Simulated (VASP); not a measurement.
Input of a VASP 6.6.1 run:

File INCAR:

```
ALGO = Normal
EDIFF = 1E-6
ENCUT = 520
GGA = PE
GGA_COMPAT = False
ISIF = 2
ISMEAR = 0
ISYM = -1
LASPH = True
LCHARG = True
LELF = True
LREAL = Auto
LVHAR = True
LWAVE = False
NBANDS = 252
NELM = 120
PREC = Accurate
SIGMA = 0.01
```

The input KPOINTS:

```
explicit points
1
Reciprocal
  0.25000000   0.25000000   0.25000000 1
```

File POSCAR:

```
Al48ZnN48
1.0
    9.3892708211      5.4208981504      0.0000000000
   -9.3892709202      5.4208979788      0.0000000000
    0.0000000000      0.0000000000     10.0348065900
Al N Zn
48 48 1
Direct
   -0.0030001761      0.1687073365      0.2482059437
    0.1669709952      0.0020369275      0.2497552159
    0.3318724591      0.3329001893      0.2491776271
    0.0023359084      0.3328866650      0.5120496607
    0.1656546103      0.1669423425      0.4986884066
    0.3308014745     -0.0021772021      0.4988145844
    0.0008239775      0.1626358998      0.7518952872
    0.1659980804      0.0003514159      0.7500326014
    0.3308777530      0.3328592811      0.7496444060
    0.0054689054      0.3328578609      0.9873887948
    0.1660895907      0.1659437746      1.0013646565
    0.3315194099     -0.0006753142      1.0015593189
   -0.0018057298      0.6666216086      0.2457305662
    0.1612090234      0.4970890193      0.2482220340
    0.3328013314      0.8332687035      0.2495436400
    0.0006460379      0.8360224689      0.4977275407
    0.1662376925      0.6657234840      0.4981296779
    0.3316467809      0.4987628219      0.4986867399
    0.0089494382      0.6772329534      0.7524710195
    0.1710392730      0.5030515654      0.7519040157
    0.3338658917      0.8333445662      0.7497003197
    0.0011639064      0.8351035787      1.0021032733
    0.1690569457      0.6689693996      1.0014694866
    0.3330376634      0.4998046943      1.0013571584
    0.5059234538      0.1681525308      0.2429049099
    0.6644913593     -0.0008543603      0.2457830097
    0.8242164415      0.3329512786      0.1672726781
    0.4978459478      0.3328639647      0.5010448842
    0.6572340858      0.1485397528      0.5270539737
    0.8333480392     -0.0000502796      0.4980918182
    0.4909287079      0.1638670861      0.7518544975
    0.6646133142     -0.0114035705      0.7524515064
    0.8335873836      0.3329021840      0.7326771482
    0.4961846359      0.3328665868      0.9989660009
    0.6565071673      0.1539926231      0.9753129956
    0.8329308472     -0.0032343591      1.0015124804
    0.4978829455      0.6637278560      0.2497827610
    0.6706796707      0.4975789702      0.2429320337
    0.8324025930      0.8324741468      0.2495385850
    0.4975065134      0.8297368286      0.4977035238
    0.6658805278      0.6678730931      0.4988616483
    0.8415873875      0.5172429911      0.5272247246
    0.4984934429      0.6653505989      0.7500136240
    0.6598863975      0.5018639302      0.7518929397
    0.8333791658      0.8323800309      0.7497081628
    0.4990014133      0.8306615463      1.0021209401
    0.6650336803      0.6663510290      1.0015717157
    0.8353682250      0.5117842430      0.9751960451
   -0.0013733431      0.1688747119      0.4403078524
    0.1668080476      0.0015252938      0.4396595198
    0.3330494554      0.3328513936      0.4399141046
   -0.0009315503      0.3328595721      0.1795937976
    0.1645543471      0.1672566243      0.1915352855
    0.3324884223      0.0002585924      0.1919785751
   -0.0011238481      0.1613487089      0.9405007376
    0.1663267608      0.0007039241      0.9407715157
    0.3297582567      0.3329084197      0.9396730478
    0.0088220898      0.3328116074      0.7041683889
    0.1669997206      0.1657735009      0.6889748018
    0.3296618052     -0.0029077395      0.6890047939
   -0.0010105923      0.6668102301      0.4408733727
    0.1627424878      0.4969248846      0.4403417886
    0.3323079592      0.8323879546      0.4398387692
    0.0010544808      0.8364082185      0.1921534216
    0.1662123878      0.6669272410      0.1917377988
    0.3302027380      0.4984778388      0.1915296184
    0.0105602195      0.6771350773      0.9372376671
    0.1704026832      0.5044143428      0.9405169265
    0.3355826732      0.8350307818      0.9407082489
    0.0005307579      0.8361567197      0.6878677265
    0.1675273576      0.6666750150      0.6884623502
    0.3340483293      0.4998565739      0.6890026898
    0.5026683554      0.1649998736      0.4449870693
    0.6650982007     -0.0010421039      0.4408315856
    0.8306465463      0.3329986268      0.5264260647
    0.4964605194      0.3328515872      0.1881475548
    0.6531856594      0.1462543195      0.1610100922
    0.8321717320     -0.0012220489      0.1917957376
    0.4918905700      0.1660755920      0.9380765436
    0.6663807370     -0.0112413844      0.9372193355
    0.8319976559      0.3329168925      0.9461604213
    0.4981862496      0.3328231251      0.6898868460
    0.6556449590      0.1536531331      0.7134844294
    0.8336446032     -0.0010799462      0.6884365544
    0.4983334278      0.6642607676      0.4396579598
    0.6705387084      0.5007855384      0.4450805408
    0.8327953367      0.8333693893      0.4398201666
    0.4975615083      0.8293468749      0.1922302897
    0.6650751990      0.6653893598      0.1919613779
    0.8397726712      0.5195065122      0.1608607950
    0.4985316105      0.6651158038      0.9407396274
    0.6586428367      0.4996871841      0.9380601834
    0.8333622615      0.8307280816      0.9407392101
    0.4972837778      0.8295624520      0.6878635407
    0.6653843437      0.6685399622      0.6890164323
    0.8348403060      0.5120617321      0.7136356290
    0.7314712558      0.3330144370      0.3668365219
```

Potentials or basis: VASP PAW PBE potentials, release 64 (Al, N, Zn).

Launch:

```console
$ cat potpaw_PBE.64/Al/POTCAR potpaw_PBE.64/N/POTCAR potpaw_PBE.64/Zn/POTCAR > POTCAR
$ mpirun -np 1 vasp_std > vasp.out
```

Problem. Estimate the band gap on the k mesh.

Solution. 2.18 eV.

Problem. Estimate the pressure.

Solution. 3.1 GPa.

Problem. What does it give for the largest force?

Solution. 0.083 eV/Å.

Forces in eV/Å, atoms in the order of the input:
```
Al   0.003 -0.002 -0.007
Al  -0.001  0.001  0.002
Al   0.008  0.001 -0.006
Al   0.005  0.002  0.004
Al   0.004  0.001 -0.004
Al   0.000  0.004 -0.001
Al   0.002 -0.002  0.002
Al   0.004  0.002  0.003
Al   0.004  0.004  0.003
Al   0.004  0.003  0.009
Al   0.005  0.003  0.004
Al  -0.002  0.001  0.008
Al   0.000 -0.006 -0.001
Al   0.002  0.003 -0.007
Al  -0.001  0.003  0.003
Al  -0.002  0.000 -0.002
Al  -0.005  0.003 -0.006
Al   0.005  0.002 -0.001
Al  -0.002 -0.002  0.006
Al   0.000  0.003  0.002
Al  -0.003  0.004  0.001
Al   0.003 -0.001  0.007
Al  -0.005  0.002  0.004
Al   0.005  0.004  0.003
Al   0.002  0.002 -0.011
Al  -0.009  0.002 -0.009
Al  -0.019 -0.008  0.014
Al   0.011  0.008  0.007
Al  -0.004 -0.023  0.014
Al   0.004 -0.005 -0.007
Al  -0.005  0.001  0.004
Al  -0.004 -0.001  0.003
Al   0.005 -0.002  0.011
Al   0.002 -0.002  0.010
Al  -0.003  0.005  0.018
Al   0.002 -0.004  0.002
Al  -0.001 -0.001 -0.001
Al  -0.005  0.001 -0.017
Al   0.001 -0.001  0.002
Al   0.002 -0.005 -0.003
Al   0.003 -0.004 -0.001
Al  -0.026  0.013  0.008
Al   0.005  0.000  0.003
Al  -0.002 -0.004 -0.001
Al   0.003 -0.004  0.002
Al   0.002  0.004  0.006
Al   0.000 -0.002  0.007
Al   0.001  0.000  0.018
N   -0.010  0.000  0.003
N   -0.002 -0.001  0.001
N   -0.010 -0.002  0.002
N    0.001 -0.002  0.000
N   -0.003 -0.003  0.001
N    0.001  0.001  0.004
N   -0.003  0.000 -0.009
N   -0.004 -0.002 -0.002
N   -0.002 -0.001 -0.004
N    0.005  0.003  0.003
N   -0.002 -0.003 -0.002
N    0.000 -0.005  0.002
N    0.001  0.009  0.004
N   -0.003 -0.011  0.001
N    0.001  0.001  0.001
N   -0.002  0.004  0.000
N    0.003  0.000 -0.001
N   -0.003  0.000  0.002
N    0.004 -0.001 -0.010
N   -0.001 -0.001 -0.008
N    0.003 -0.006 -0.001
N    0.000  0.001 -0.003
N    0.003 -0.004 -0.005
N   -0.004  0.000 -0.002
N   -0.001 -0.020  0.013
N    0.001  0.001  0.003
N    0.056  0.021  0.047
N   -0.003  0.001  0.006
N    0.006 -0.008 -0.003
N    0.000  0.002 -0.002
N    0.004  0.002 -0.010
N    0.001  0.004 -0.007
N    0.002  0.000 -0.023
N    0.000 -0.001 -0.001
N    0.002  0.002 -0.002
N   -0.003  0.006 -0.004
N    0.001 -0.003  0.000
N   -0.012  0.003  0.000
N    0.001  0.001  0.000
N    0.002  0.000  0.000
N   -0.002 -0.001  0.006
N   -0.004  0.003 -0.008
N   -0.003 -0.002 -0.003
N    0.002  0.001 -0.012
N   -0.004  0.006 -0.003
N    0.000  0.001 -0.003
N   -0.007  0.005  0.006
N    0.003  0.003 -0.005
Zn  -0.012 -0.013 -0.082
```
